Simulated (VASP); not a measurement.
# CdS (P3m1) in VASP: notebook

CdS is run at these levels: PBEsol-based global hybrid with 25 % exact exchange, PBEsol-based screened hybrid with 25 % exact exchange; tasks: single point.

All numbers are computed with VASP 6.6.1; they aren't measurements. Logs are shortened: lines on timing, memory, paths and dates and some standing lists are left out, and cuts for length are marked.

### 1 The cell of the first run

The typed cell holds 2 atoms: a = 4.183 Å, b = 4.183 Å, c = 5.830 Å, α = 90.00°, β = 90.00°, γ = 120.00°.

### 2 Single point, PBEsol-based global hybrid with 25 % exact exchange

The input, POSCAR:

```
CdS
1.0
    4.1826541827      0.0000000000      0.0000000000
   -2.0913270914      3.6222847774      0.0000000000
    0.0000000000      0.0000000000      5.8304860263
Cd S
1 1
Direct
    0.0000000000      0.0000000000      0.4382452384
    0.6666666667      0.3333333333      0.4387547616
```

The input, INCAR.step1:

```
SYSTEM = CdS
ALGO = Normal ; EDIFF = 1E-5
ENCUT = 520 ; GGA = PE
ISIF = 2 ; ISMEAR = -1
LASPH = .TRUE. ; LCHARG = .FALSE.
LREAL = .FALSE. ; LWAVE = .TRUE.
NBANDS = 16 ; NELM = 100
PREC = Accurate ; SIGMA = 0.05
```

The input, INCAR.step2:

```
SYSTEM = CdS
AEXX = 0.25 ; ALGO = Normal
EDIFF = 1E-6 ; ENCUT = 520
GGA = PS ; ISIF = 2
ISMEAR = -1 ; ISTART = 1
LASPH = .TRUE. ; LCHARG = .FALSE.
LHFCALC = .TRUE. ; LREAL = .FALSE.
LWAVE = .FALSE. ; NBANDS = 16
NELM = 100 ; PREC = Accurate
PRECFOCK = Normal ; SIGMA = 0.05
```

The input, KPOINTS:

```
k-points
0
G
  4 4 3
  0 0 0
```

Potentials or basis: VASP PAW PBE potentials, release 64 (Cd, S).

The run is started by

```bash
> cat potpaw_PBE.64/Cd/POTCAR potpaw_PBE.64/S/POTCAR > POTCAR
> cp INCAR.step1 INCAR
> mpirun -np 1 vasp_std > vasp.out
> cp INCAR.step2 INCAR
> mpirun -np 1 vasp_std > vasp.out
```

OUTCAR:

```text
SYSTEM = CdS
   AEXX = 0.25
   EDIFF = 1E-6
   ENCUT = 520
   GGA = PS
   ISIF = 2
   ISMEAR = -1
   ISTART = 1
   LASPH = .TRUE.
   LHFCALC = .TRUE.
   LREAL = .FALSE.
   NELM = 100
   PREC = Accurate
   PRECFOCK = Normal

 ion  position               nearest neighbor table
   1  0.000  0.000  0.438-   2 2.41   2 2.41   2 2.41
   2  0.667  0.333  0.439-   1 2.41   1 2.41   1 2.41

  LATTYP: Found a hexagonal cell.
 ALAT       =     4.1826541827
 C/A-ratio  =     1.3939679858

  Lattice vectors:

 A1 = (   4.1826541827,   0.0000000000,   0.0000000000)
 A2 = (  -2.0913270914,   3.6222847774,   0.0000000000)
 A3 = (   0.0000000000,   0.0000000000,   5.8304860263)

Analysis of symmetry for initial positions (statically):
=====================================================================
 Subroutine PRICEL returns:
 Original cell was already a primitive cell.

 Routine SETGRP: Setting up the symmetry group for a
 hexagonal supercell.

 Subroutine GETGRP returns: Found  6 space group operations
 (whereof  6 operations were pure point group operations)
 out of a pool of 24 trial point group operations.

The static configuration has the point symmetry C_3v.

Analysis of symmetry for dynamics (positions and initial velocities):
=====================================================================
 Subroutine PRICEL returns:
 Original cell was already a primitive cell.

 Routine SETGRP: Setting up the symmetry group for a
 hexagonal supercell.

 Subroutine GETGRP returns: Found  6 space group operations
 (whereof  6 operations were pure point group operations)
 out of a pool of 24 trial point group operations.

The dynamic configuration has the point symmetry C_3v.

 Subroutine INISYM returns: Found  6 space group operations
 (whereof  6 operations are pure point group operations),
 and found     1 'primitive' translations

----------------------------------------------------------------------------------------

                                     Primitive cell

  volume of cell :      88.3363

  direct lattice vectors                    reciprocal lattice vectors
     4.182654183  0.000000000  0.000000000     0.239082639  0.138034426  0.000000000
    -2.091327091  3.622284777  0.000000000     0.000000000  0.276068852  0.000000000
     0.000000000  0.000000000  5.830486026     0.000000000  0.000000000  0.171512288

  length of vectors
     4.182654183  4.182654183  5.830486026     0.276068852  0.276068852  0.171512288

  position of ions in fractional coordinates (direct lattice)
     0.000000000  0.000000000  0.438245238
     0.666666667  0.333333333  0.438754762

  ion indices of the primitive-cell ions
   primitive index   ion index
                 1           1
                 2           2

----------------------------------------------------------------------------------------

 KPOINTS: k-points

Automatic generation of k-mesh.
 Grid dimensions read from file:
 generate k-points for:    4    4    3

 Generating k-lattice:

  Cartesian coordinates                     Fractional coordinates (reciprocal lattice)
     0.059770660  0.034508606  0.000000000     0.250000000  0.000000000  0.000000000
     0.000000000  0.069017213  0.000000000     0.000000000  0.250000000  0.000000000
     0.000000000  0.000000000  0.057170763     0.000000000  0.000000000  0.333333333

  Length of vectors
     0.069017213  0.069017213  0.057170763

  Shift w.r.t. Gamma in fractional coordinates (k-lattice)
     0.000000000  0.000000000  0.000000000

 Subroutine IBZKPT returns following result:
 ===========================================

 Found      9 irreducible k-points:

 Following reciprocal coordinates:
            Coordinates               Weight
  0.000000  0.000000  0.000000      1.000000
  0.250000 -0.000000  0.000000      6.000000
  0.500000 -0.000000  0.000000      3.000000
  0.250000  0.250000  0.000000      6.000000
  0.000000  0.000000  0.333333      2.000000
  0.250000 -0.000000  0.333333      6.000000
  0.000000  0.250000  0.333333      6.000000
  0.500000 -0.000000  0.333333      6.000000
  0.250000  0.250000  0.333333     12.000000
   k-points           NKPTS =      9   k-points in BZ     NKDIM =     48   number of bands    NBANDS=     16
   number of dos      NEDOS =    301   number of ions     NIONS =      2
   total plane-waves  NPLWV =  49152
   dimension x,y,z NGX =    32 NGY =   32 NGZ =   48
   dimension x,y,z NGXF=    64 NGYF=   64 NGZF=   96
   ions per type =               1   1
   NGX,Y,Z   is equivalent  to a cutoff of  12.72, 12.72, 13.69 a.u.
   NGXF,Y,Z  is equivalent  to a cutoff of  25.44, 25.44, 27.37 a.u.
 SYSTEM =  CdS
   PREC   = accura    normal or accurate (medium, high low for compatibility)
   ISTART =      1    job   : 0-new  1-cont  2-samecut
   ICHARG =      0    charge: 1-file 2-atom 10-const
   ISPIN  =      1    spin polarized calculation?
   LNONCOLLINEAR =      F non collinear calculations
   LSORBIT =      F    spin-orbit coupling
   LASPH  =      T    aspherical Exc in radial PAW
   ENCUT  =  520.0 eV  38.22 Ry    6.18 a.u.   7.78  7.78 10.84*2*pi/ulx,y,z
   NELM   =    100;   NELMIN=  2; NELMDL=  0     # of ELM steps
   EDIFF  = 0.1E-05   stopping-criterion for ELM
   LREAL  =      F    real-space projection
   EDIFFG = 0.1E-04   stopping-criterion for IOM
   NSW    =      0    number of steps for IOM
   IBRION =     -1    ionic relax: 0-MD 1-quasi-New 2-CG
   NFREE  =      0    steps in history (QN), initial steepest desc. (CG)
   ISIF   =      2    stress and relaxation
   ISYM   =      3    0-nonsym 1-usesym 2-fastsym
   POTIM  = 0.5000    time-step for ionic-motion
   TEBEG  =    0.0;   TEEND  =   0.0 temperature during run
   PSTRESS=    0.0 pullay stress
   NELECT =      18.0000    total number of electrons
   NUPDOWN=      -1.0000    fix difference up-down
   EMIN   =  10.00;   EMAX   =-10.00  energy-range for DOS
   EFERMI =   0.00;   METHOD = LEGACY
   ISMEAR =    -1;   SIGMA  =   0.05  broadening in eV -4-tet -1-fermi 0-gaus
   EFERMI_NEDOS =   21; number of points for ismear=-14 and -15
   IALGO  =     38    algorithm
   IMIX   =      1    mixing-type and parameters
     AMIX     =   0.40;   BMIX     =  1.00
     AMIX_MAG =   1.60;   BMIX_MAG =  1.00
  volume/ion in A,a.u.               =      44.17       298.06
  Fermi-wavevector in a.u.,A,eV,Ry     =   0.963354  1.820475 12.626899  0.928051
  Thomas-Fermi vector in A             =   2.092892
   LORBIT       =      0    0 simple, 1 ext, 2 COOP (PROOUT), +10 PAW based schemes
   GGA     = PS    functional components
   LHFCALC =     T    Hartree Fock is set to
   PRECFOCK=normal    Normal, Fast or Accurate (Low or Medium for compatibility)
   ENCUT4O =  -1.0   cutoff for four orbital integrals eV
   NKREDX  =     1    reduce k-point grid by
   NKREDY  =     1    reduce k-point grid by
   NKREDZ  =     1    reduce k-point grid by
   AEXX    =    0.2500 exact exchange contribution
   HFSCREEN=    0.0000 screening length (either q_TF or 0.3 A-1)
   HFSCREENC=   0.0000 screening length for correlation (either q_TF or 0.3 A-1)
   ENCUTFOCK=  -1.0 apply spherical cutoff to Coloumb kernel
   IVDW    =     0    specifies the selected vdW correction
   LEPSILON=     F    determine dielectric tensor
   LRPA    =     F    only Hartree local field effects (RPA)
 non-spin polarized calculation
  energy-cutoff  :      520.00
  volume of cell :       88.34
 maximum number of plane-waves:      2388
 NGX is ok and might be reduce to    32
  NGX = 24; NGY = 24; NGZ = 36

 number of electron      17.9999994 magnetization

 Free energy of the ion-electron system (eV)
  ---------------------------------------------------
  ext. energy  EPLUGINS =         0.00000000
  ---------------------------------------------------
  free energy    TOTEN  =        -8.02367133 eV

  energy without entropy =       -8.02367133  energy(sigma->0) =       -8.02367133

 E-fermi :  -1.8604     XC(G=0):  -4.9280

 val. band max:       -2.9500422984   @ k =   0.0000   0.0000   0.3333
 cond. band min:       0.3466393077   @ k =   0.0000   0.0000   0.0000
 fundamental gap:      3.2966816061
 Fermi energy:        -1.8604433868

 k-point     1 :       0.0000    0.0000    0.0000
  band No.  band energies     occupation
      1     -16.0835      2.00000
      2     -11.9539      2.00000
      3     -11.9539      2.00000
      4     -11.3772      2.00000
      5     -11.3772      2.00000
      6     -11.0874      2.00000
[... 8 lines left out ...]
     15      10.0178      0.00000
     16      10.7862      0.00000

 k-point     2 :       0.2500   -0.0000    0.0000
  band No.  band energies     occupation
      1     -15.8768      2.00000
      2     -11.8342      2.00000
      3     -11.7913      2.00000
      4     -11.4443      2.00000
      5     -11.3864      2.00000
      6     -11.0122      2.00000
[... 8 lines left out ...]
     15       9.8375      0.00000
     16      10.0458      0.00000

 k-point     3 :       0.5000   -0.0000    0.0000
  band No.  band energies     occupation
      1     -15.6703      2.00000
      2     -11.6121      2.00000
      3     -11.6093      2.00000
      4     -11.5075      2.00000
      5     -11.3956      2.00000
      6     -10.8664      2.00000
[... 8 lines left out ...]
     15       9.4397      0.00000
     16       9.8397      0.00000

 k-point     4 :       0.2500    0.2500    0.0000
  band No.  band energies     occupation
      1     -15.6705      2.00000
      2     -11.7165      2.00000
      3     -11.5754      2.00000
      4     -11.4921      2.00000
      5     -11.4114      2.00000
      6     -10.7923      2.00000
[... 8 lines left out ...]
     15       7.7365      0.00000
     16       9.1660      0.00000

 k-point     5 :       0.0000    0.0000    0.3333
  band No.  band energies     occupation
      1     -16.0808      2.00000
      2     -11.9538      2.00000
      3     -11.9538      2.00000
      4     -11.3775      2.00000
      5     -11.3775      2.00000
      6     -11.0804      2.00000
[... 8 lines left out ...]
     15      10.1895      0.00000
     16      10.3997      0.00000

 k-point     6 :       0.2500   -0.0000    0.3333
  band No.  band energies     occupation
      1     -15.8745      2.00000
      2     -11.8339      2.00000
      3     -11.7912      2.00000
      4     -11.4453      2.00000
      5     -11.3868      2.00000
      6     -11.0069      2.00000
[... 8 lines left out ...]
     15       8.8900      0.00000
     16       9.6038      0.00000

 k-point     7 :       0.0000    0.2500    0.3333
  band No.  band energies     occupation
      1     -15.8745      2.00000
      2     -11.8339      2.00000
      3     -11.7912      2.00000
      4     -11.4453      2.00000
      5     -11.3868      2.00000
      6     -11.0069      2.00000
[... 8 lines left out ...]
     15       8.8961      0.00000
     16       9.6031      0.00000

 k-point     8 :       0.5000   -0.0000    0.3333
  band No.  band energies     occupation
      1     -15.6686      2.00000
      2     -11.6121      2.00000
      3     -11.6081      2.00000
      4     -11.5090      2.00000
      5     -11.3961      2.00000
      6     -10.8653      2.00000
[... 8 lines left out ...]
     15       9.0833      0.00000
     16       9.9672      0.00000

 k-point     9 :       0.2500    0.2500    0.3333
  band No.  band energies     occupation
      1     -15.6687      2.00000
      2     -11.7160      2.00000
      3     -11.5749      2.00000
      4     -11.4934      2.00000
      5     -11.4119      2.00000
      6     -10.7903      2.00000
[... 8 lines left out ...]
     15       9.0278      0.00000
     16      10.1759      0.00000

------------------------ aborting loop because EDIFF is reached ----------------------------------------

  FORCE on cell =-STRESS in cart. coord.  units (eV):
  Direction    XX          YY          ZZ          XY          YZ          ZX
  --------------------------------------------------------------------------------------
  -------------------------------------------------------------------------------------
  Total        0.1166768      0.1166768      0.0028020     -0.0000000      0.0000000      0.0000000
  in kB        2.1161947      2.1161947      0.0508213     -0.0000000      0.0000000      0.0000000
  external PRESSURE =       1.4277369 kB  Pullay stress =       0.0000000 kB

 VOLUME and BASIS-vectors are now :
 -----------------------------------------------------------------------------
  energy-cutoff  :      520.00
  volume of cell :       88.34
      direct lattice vectors                 reciprocal lattice vectors
     4.182654183  0.000000000  0.000000000     0.239082639  0.138034426  0.000000000
    -2.091327091  3.622284777  0.000000000     0.000000000  0.276068852  0.000000000
     0.000000000  0.000000000  5.830486026     0.000000000  0.000000000  0.171512288

 POSITION                                       TOTAL-FORCE (eV/Angst)
 -----------------------------------------------------------------------------------
      0.00000      0.00000      2.55518         0.000000      0.000000      0.000678
      2.09133      1.20743      2.55815        -0.000000      0.000000     -0.000678
 -----------------------------------------------------------------------------------
    total drift:                               -0.000144      0.000084      0.000250

  FREE ENERGIE OF THE ION-ELECTRON SYSTEM (eV)
  ---------------------------------------------------
  free  energy   TOTEN  =        -8.0236713320 eV

  energy  without entropy=       -8.0236713319  energy(sigma->0) =       -8.02367133
```

Run time: 2.9 min. Hardware: 1 thread of Intel Xeon Platinum 8559C (Emerald Rapids), shared host; peak memory 0.23 GiB.

Results:

| Property | Result |
| --- | --- |
| Free energy | -8.0237 eV |
| Pressure | 0.1 GPa |
| Band gap on the k mesh | 3.30 eV |

Stress tensor (GPa, compression positive):
```
0.21 0.00 0.00
0.00 0.21 0.00
0.00 0.00 0.01
```

Caveat: the k points lie up to 0.43 Å⁻¹ apart; the PAW data sets were made with another functional, which shifts forces and pressure a little; an odd mesh through Γ misses points on the zone boundary, where band edges can lie.

(Part 1 of 2 ends here.)
